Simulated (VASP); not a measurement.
# Rh (I4/mmm) in VASP: further runs

Rh is run at these levels: PBEsol; tasks: single point.

Program: VASP 6.6.1. These are calculated values, not measurements. Logs are shortened: lines on timing, memory, paths and dates and some standing lists are left out, and cuts for length are marked.

## 1. The cell of the first run

The structure is tetragonal, space group I4/mmm (No. 139). Conventional cell: a = 2.730 Å, b = 2.730 Å, c = 3.689 Å, α = 90.00°, β = 90.00°, γ = 90.00°. Within 3.5 Å of Rh (site symmetry 4/mmm) lie 12 Rh at 2.67 to 2.73 Å.

## 2. Single point, PBEsol (strain +0.015 along x and y, -0.030 along z)

INCAR

```
SYSTEM = Rh
PREC     = Accurate       ! precision mode
ENCUT    = 520            ! plane-wave cutoff, eV
EDIFF    = 1E-6           ! SCF threshold, eV
ISMEAR   = 0              ! smearing method
SIGMA    = 0.15           ! smearing width, eV
LREAL    = .FALSE.        ! projectors in reciprocal space
LASPH    = .TRUE.         ! aspherical terms in the spheres
NELM     = 100            ! most SCF steps
ALGO     = Fast           ! electronic algorithm
ISIF     = 2              ! what is computed and relaxed
LWAVE    = .FALSE.        ! write WAVECAR
LCHARG   = .FALSE.        ! write CHGCAR
GGA      = PS             ! functional
NBANDS   = 14             ! bands
```

KPOINTS

```
Automatic mesh
0
G
  22 22 22
  0 0 0
```

POSCAR

```
Rh
1.0
    0.0000000000      1.9300732500      1.8445035000
    1.9300732500      0.0000000000      1.8445035000
    1.9300732500      1.9300732500      0.0000000000
Rh
1
Direct
    0.0000000000      0.0000000000      0.0000000000
```

Potentials or basis: VASP PAW PBE potentials, release 64 (Rh_pv).

On the command line:

```bash
cat potpaw_PBE.64/Rh_pv/POTCAR > POTCAR
mpirun -np 1 vasp_std > vasp.out
```

OUTCAR:

```text
SYSTEM = Rh
   PREC = Accurate
   ENCUT = 520
   EDIFF = 1E-6
   ISMEAR = 0
   LREAL = .FALSE.
   LASPH = .TRUE.
   NELM = 100
   ISIF = 2
   GGA = PS

 ion  position               nearest neighbor table
   1  0.000  0.000  0.000-

  LATTYP: Found a body centered tetragonal cell.
 ALAT       =     2.7295357665
 C/A-ratio  =     1.3515144389

  Lattice vectors:

 A1 = (   0.0000000000,  -1.9300732500,  -1.8445035000)
 A2 = (   0.0000000000,   1.9300732500,  -1.8445035000)
 A3 = (   1.9300732500,   0.0000000000,   1.8445035000)

Analysis of symmetry for initial positions (statically):
=====================================================================
 Subroutine PRICEL returns:
 Original cell was already a primitive cell.

 Routine SETGRP: Setting up the symmetry group for a
 body centered tetragonal supercell.

 Subroutine GETGRP returns: Found 16 space group operations
 (whereof 16 operations were pure point group operations)
 out of a pool of 16 trial point group operations.

The static configuration has the point symmetry D_4h.

Analysis of symmetry for dynamics (positions and initial velocities):
=====================================================================
 Subroutine PRICEL returns:
 Original cell was already a primitive cell.

 Routine SETGRP: Setting up the symmetry group for a
 body centered tetragonal supercell.

 Subroutine GETGRP returns: Found 16 space group operations
 (whereof 16 operations were pure point group operations)
 out of a pool of 16 trial point group operations.

The dynamic configuration has the point symmetry D_4h.

 Subroutine INISYM returns: Found 16 space group operations
 (whereof 16 operations are pure point group operations),
 and found     1 'primitive' translations

----------------------------------------------------------------------------------------

                                     Primitive cell

  volume of cell :      13.7422

  direct lattice vectors                    reciprocal lattice vectors
     0.000000000  1.930073250  1.844503500    -0.259057525  0.259057525  0.271075658
     1.930073250  0.000000000  1.844503500     0.259057525 -0.259057525  0.271075658
     1.930073250  1.930073250  0.000000000     0.259057525  0.259057525 -0.271075658

  length of vectors
     2.669714575  2.669714575  2.729535767     0.455745121  0.455745121  0.455745121

  position of ions in fractional coordinates (direct lattice)
     0.000000000  0.000000000  0.000000000

  ion indices of the primitive-cell ions
   primitive index   ion index
                 1           1
[... 77 lines left out ...]
   NFREE  =      0    steps in history (QN), initial steepest desc. (CG)
   ISIF   =      2    stress and relaxation
   ISYM   =      2    0-nonsym 1-usesym 2-fastsym
   POTIM  = 0.5000    time-step for ionic-motion
   TEBEG  =    0.0;   TEEND  =   0.0 temperature during run
   PSTRESS=    0.0 pullay stress
   NELECT =      15.0000    total number of electrons
   NUPDOWN=      -1.0000    fix difference up-down
   EMIN   =  10.00;   EMAX   =-10.00  energy-range for DOS
   EFERMI =   0.00;   METHOD = LEGACY
   ISMEAR =     0;   SIGMA  =   0.15  broadening in eV -4-tet -1-fermi 0-gaus
   EFERMI_NEDOS =   21; number of points for ismear=-14 and -15
   IALGO  =     68    algorithm
   IMIX   =      4    mixing-type and parameters
     AMIX     =   0.40;   BMIX     =  1.00
     AMIX_MAG =   1.60;   BMIX_MAG =  1.00
  volume/ion in A,a.u.               =      13.74        92.74
  Fermi-wavevector in a.u.,A,eV,Ry     =   1.685594  3.185310 38.657228  2.841226
  Thomas-Fermi vector in A             =   2.768410
   LORBIT       =      0    0 simple, 1 ext, 2 COOP (PROOUT), +10 PAW based schemes
   GGA     = PS    functional components
   LHFCALC =     F    Hartree Fock is set to
   AEXX    =    0.0000 exact exchange contribution
   IVDW    =     0    specifies the selected vdW correction
   LEPSILON=     F    determine dielectric tensor
   LRPA    =     F    only Hartree local field effects (RPA)
 non-spin polarized calculation
 RMM-DIIS sequential band-by-band and
 Gauss-broadening in eV      SIGMA  =   0.15
  energy-cutoff  :      520.00
  volume of cell :       13.74
 maximum number of plane-waves:       382
   NGX =  9   NGY =  9   NGZ = 11

 number of electron      15.0000006 magnetization

 Free energy of the ion-electron system (eV)
  ---------------------------------------------------
  ext. energy  EPLUGINS =         0.00000000
  ---------------------------------------------------
  free energy    TOTEN  =        -8.12758373 eV

  energy without entropy =       -8.11262739  energy(sigma->0) =       -8.12010556

 E-fermi :  11.7568     XC(G=0): -14.2208

 val. band max:       11.7552971390   @ k =   0.3182   0.2273   0.0909
 cond. band min:      11.7582959689   @ k =   0.3182   0.1364   0.0909
 fundamental gap:      0.0029988299
 Fermi energy:        11.7567565142

 k-point     1 :       0.0000    0.0000    0.0000
  band No.  band energies     occupation
      1     -34.5775      2.00000
      2     -34.5775      2.00000
      3     -34.5513      2.00000
      4       3.7064      2.00000
      5       8.5204      2.00000
      6       8.5204      2.00000
      7       8.9923      2.00000
      8      10.4786      2.00000
      9      11.0544      2.00000
     10      27.7340      0.00000
     11      32.1337      0.00000
     12      32.6836      0.00000
     13      32.6836      0.00000
     14      34.1359      0.00000
[... 377 lines left out ...]
      1     -35.2955      2.00000
      2     -34.7038      2.00000
      3     -34.6508      2.00000
      4       5.6662      2.00000
      5       8.4048      2.00000
      6       8.8054      2.00000
      7      11.4243      1.99828
      8      12.3686      0.00000
      9      13.1310      0.00000
     10      20.5669      0.00000
     11      27.3388      0.00000
     12      32.1356      0.00000
     13      32.7144      0.00000
     14      33.0896      0.00000

 [... further k-points ...]
[... 5 lines left out ...]
  --------------------------------------------------------------------------------------
  -------------------------------------------------------------------------------------
  Total       -0.7112803     -0.7112803      0.2045819      0.0000000      0.0000000      0.0000000
  in kB      -82.9266828    -82.9266828     23.8517789      0.0000000      0.0000000      0.0000000
  external PRESSURE =     -47.3338622 kB  Pullay stress =       0.0000000 kB

 VOLUME and BASIS-vectors are now :
 -----------------------------------------------------------------------------
  energy-cutoff  :      520.00
  volume of cell :       13.74
      direct lattice vectors                 reciprocal lattice vectors
     0.000000000  1.930073250  1.844503500    -0.259057525  0.259057525  0.271075658
     1.930073250  0.000000000  1.844503500     0.259057525 -0.259057525  0.271075658
     1.930073250  1.930073250  0.000000000     0.259057525  0.259057525 -0.271075658

 POSITION                                       TOTAL-FORCE (eV/Angst)
 -----------------------------------------------------------------------------------
      0.00000      0.00000      0.00000         0.000000     -0.000000      0.000000
 -----------------------------------------------------------------------------------
    total drift:                                0.000000      0.000000      0.000000

  FREE ENERGIE OF THE ION-ELECTRON SYSTEM (eV)
  ---------------------------------------------------
  free  energy   TOTEN  =        -8.1275837296 eV

  energy  without entropy=       -8.1126273918  energy(sigma->0) =       -8.12010556
```

Wall time 1.8 min (1 thread of Intel Xeon 8259CL, shared host); peak memory 0.25 GiB.

What came out:

| Property | Result |
| --- | --- |
| Free energy | -8.1276 eV |
| Pressure | -4.7 GPa |
| Band gap on the k mesh | zero (an odd number of electrons rules out a gap without spin polarisation) |

Caveat: the cell differs from its parent crystal (strain +0.015 along x and y, -0.030 along z); the cell stands under tension; the PAW data sets were made with another functional, which shifts forces and pressure a little.

## 3. Single point, PBEsol (strain +0.000 along x and y, +0.015 along z)

INCAR

```
PREC = Accurate ; ENCUT = 520
EDIFF = 1E-6 ; ISMEAR = 0
SIGMA = 0.15 ; LREAL = False
LASPH = True ; NELM = 60
ALGO = Fast ; ISIF = 2
LWAVE = False ; LCHARG = False
GGA = PS ; NBANDS = 14
```

KPOINTS

```
Automatic mesh
0
Gamma
  22 22 22
```

POSCAR

```
Rh
1.0
    0.0000000000      1.9015500000      1.9300732500
    1.9015500000      0.0000000000      1.9300732500
    1.9015500000      1.9015500000      0.0000000000
Rh
1
Direct
    0.0000000000      0.0000000000      0.0000000000
```

Potentials or basis: VASP PAW PBE potentials, release 64 (Rh_pv).

On the command line:

```bash
cat potpaw_PBE.64/Rh_pv/POTCAR > POTCAR
mpirun -np 1 vasp_std > vasp.out
```

OUTCAR:

```text
PREC = Accurate
   ENCUT = 520
   EDIFF = 1E-6
   ISMEAR = 0
   LREAL = False
   LASPH = True
   NELM = 60
   ISIF = 2
   GGA = PS

 ion  position               nearest neighbor table
   1  0.000  0.000  0.000-

  LATTYP: Found a body centered tetragonal cell.
 ALAT       =     2.6891977995
 C/A-ratio  =     1.4354267658

  Lattice vectors:

 A1 = (  -1.9015500000,   0.0000000000,   1.9300732500)
 A2 = (   1.9015500000,   0.0000000000,   1.9300732500)
 A3 = (   0.0000000000,   1.9015500000,  -1.9300732500)

Analysis of symmetry for initial positions (statically):
=====================================================================
 Subroutine PRICEL returns:
 Original cell was already a primitive cell.

 Routine SETGRP: Setting up the symmetry group for a
 body centered tetragonal supercell.

 Subroutine GETGRP returns: Found 16 space group operations
 (whereof 16 operations were pure point group operations)
 out of a pool of 16 trial point group operations.

The static configuration has the point symmetry D_4h.

Analysis of symmetry for dynamics (positions and initial velocities):
=====================================================================
[... 163 lines left out ...]

 k-point     1 :       0.0000    0.0000    0.0000
  band No.  band energies     occupation
      1     -34.8359      2.00000
      2     -34.8276      2.00000
      3     -34.8276      2.00000
      4       3.5372      2.00000
      5       8.3493      2.00000
      6       8.5090      2.00000
      7       8.5090      2.00000
      8      10.4191      2.00000
      9      10.6125      2.00000
     10      27.4276      0.00000
     11      31.8880      0.00000
     12      32.4920      0.00000
     13      32.9384      0.00000
     14      32.9384      0.00000
[... 377 lines left out ...]
      1     -35.5190      2.00000
      2     -34.9482      2.00000
      3     -34.9171      2.00000
      4       5.5076      2.00000
      5       8.2698      2.00000
      6       8.5245      2.00000
      7      11.2202      1.98375
      8      11.9158      0.00003
      9      12.9404      0.00000
     10      20.0806      0.00000
     11      27.0462      0.00000
     12      31.8855      0.00000
     13      32.1056      0.00000
     14      32.8114      0.00000

 [... further k-points ...]
[... 5 lines left out ...]
  --------------------------------------------------------------------------------------
  -------------------------------------------------------------------------------------
  Total       -0.6826053     -0.6826053     -0.9924453      0.0000000     -0.0000000     -0.0000000
  in kB      -78.3539638    -78.3539638   -113.9194493      0.0000000     -0.0000000     -0.0000000
  external PRESSURE =     -90.2091256 kB  Pullay stress =       0.0000000 kB

 VOLUME and BASIS-vectors are now :
 -----------------------------------------------------------------------------
  energy-cutoff  :      520.00
  volume of cell :       13.96
      direct lattice vectors                 reciprocal lattice vectors
     0.000000000  1.901550000  1.930073250    -0.262943388  0.262943388  0.259057525
     1.901550000  0.000000000  1.930073250     0.262943388 -0.262943388  0.259057525
     1.901550000  1.901550000  0.000000000     0.262943388  0.262943388 -0.259057525

 POSITION                                       TOTAL-FORCE (eV/Angst)
 -----------------------------------------------------------------------------------
      0.00000      0.00000      0.00000         0.000000      0.000000     -0.000000
 -----------------------------------------------------------------------------------
    total drift:                                0.000000     -0.000000      0.000000

  FREE ENERGIE OF THE ION-ELECTRON SYSTEM (eV)
  ---------------------------------------------------
  free  energy   TOTEN  =        -8.1308758260 eV

  energy  without entropy=       -8.1155387968  energy(sigma->0) =       -8.12320731
```

stdout:

```text
POSCAR found type information on POSCAR Rh
 POSCAR found :  1 types and       1 ions
 scaLAPACK will be used
 -----------------------------------------------------------------------------
|                                                                             |
|                                                                             |
|     You enforced a specific xc type in the INCAR file but a different       |
|     I HOPE YOU KNOW WHAT YOU ARE DOING!                                     |
|                                                                             |
 -----------------------------------------------------------------------------

 LDA part: xc-table for (Slater+PW92), standard interpolation
 POSCAR, INCAR and KPOINTS ok, starting setup
 FFT: planning ... GRIDC
 FFT: planning ... GRID_SOFT
 FFT: planning ... GRID
 WAVECAR not read
 entering main loop
WARNING in EDDRMM: call to ZHEGV failed, returncode =   8  4     14
```

Run time: 2 min. Hardware: 1 thread of Intel Xeon 8259CL, shared host; peak memory 0.25 GiB.

What came out:

| Property | Result |
| --- | --- |
| Free energy | -8.1309 eV |
| Pressure | -9.0 GPa |
| Band gap on the k mesh | zero (an odd number of electrons rules out a gap without spin polarisation) |

Stress tensor (GPa, compression positive):
```
 -7.84   0.00   0.00
  0.00  -7.84   0.00
  0.00   0.00 -11.39
```

Levels at points of the mesh, in eV from the Fermi level:
| k point | band 4 | band 5 | band 6 | band 7 | band 8 | band 9 | band 10 | band 11 |
| --- | --- | --- | --- | --- | --- | --- | --- | --- |
| (0.00, 0.00, 0.00) | -7.94 | -3.13 | -2.97 | -2.97 | -1.06 | -0.86 | 15.95 | 20.41 |
| (0.50, 0.00, 0.00) | -6.04 | -3.17 | -3.01 | 0.53 | 0.61 | 0.67 | 8.44 | 15.44 |
| (0.50, 0.50, 0.00) | -6.20 | -5.83 | 0.56 | 0.96 | 0.96 | 2.96 | 11.76 | 13.33 |
| (0.50, 0.00, 0.50) | -6.20 | -5.84 | 0.54 | 0.90 | 1.04 | 3.27 | 12.18 | 12.98 |

Caveat: the cell differs from its parent crystal (strain +0.000 along x and y, +0.015 along z); the cell stands under tension; the PAW data sets were made with another functional, which shifts forces and pressure a little.

(Part 1 of 2 ends here.)
